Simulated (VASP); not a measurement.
Set up this calculation in VASP 6.6.1, as the native input.

```yaml
Task: single point
Functional: LDA
Potentials_or_basis: VASP PAW LDA potentials, release 64 (Mg, Sn_d)
Cutoff: 600 eV
k_mesh: 11 × 11 × 11
Occupations: fermi-dirac, width 0.08 eV
Spin: no spin polarisation
Dipole_correction: no
Further_INCAR_settings: ALGO = Normal; EDIFF = 1e-06; NBANDS = 16
```

The structure of Mg2Sn lies in POSCAR:

```
Mg2Sn
1.0
    0.0000000000      3.3119100000      3.3795000000
    3.3119100000      0.0000000000      3.3795000000
    3.3119100000      3.3119100000      0.0000000000
Mg Sn
2 1
Direct
    0.2500000000      0.2500000000      0.2500000000
    0.7500000000      0.7500000000      0.7500000000
    0.0000000000      0.0000000000      0.0000000000
```

This cell differs from its parent crystal: equal xx and yy strain of -2 %.

These files were run (other wordings do the same):

INCAR

```
SYSTEM = Mg2Sn
PREC = Accurate ; ENCUT = 600
EDIFF = 1E-6 ; ISMEAR = -1
SIGMA = 0.08 ; LREAL = .False.
LASPH = .True. ; NELM = 120
ALGO = Normal ; ISIF = 2
LWAVE = .False. ; LCHARG = .False.
GGA = CA ; NBANDS = 16
GGA_COMPAT = .False.
```

KPOINTS

```
regular mesh
0
Gamma
  11 11 11
  0 0 0
```

Potentials or basis: VASP PAW LDA potentials, release 64 (Mg, Sn_d).

Run with:

```bash
$ cat potpaw_LDA.64/Mg/POTCAR potpaw_LDA.64/Sn_d/POTCAR > POTCAR
$ mpirun -np 1 vasp_std > vasp.out
```

It gave:

```
Pressure               : -0.4 GPa
Band gap on the k mesh : zero (bands 9 and 10 overlap by 0.19 eV)
```

Caveat: the cell differs from its parent crystal (equal xx and yy strain of -2 %); spin-orbit coupling is left out, which moves the levels of the heavy elements.

Wall time 60 s on 1 thread of Intel(R) Xeon(R) 6975P-C (Granite Rapids), with other jobs on the host, peak memory 0.34 GiB.
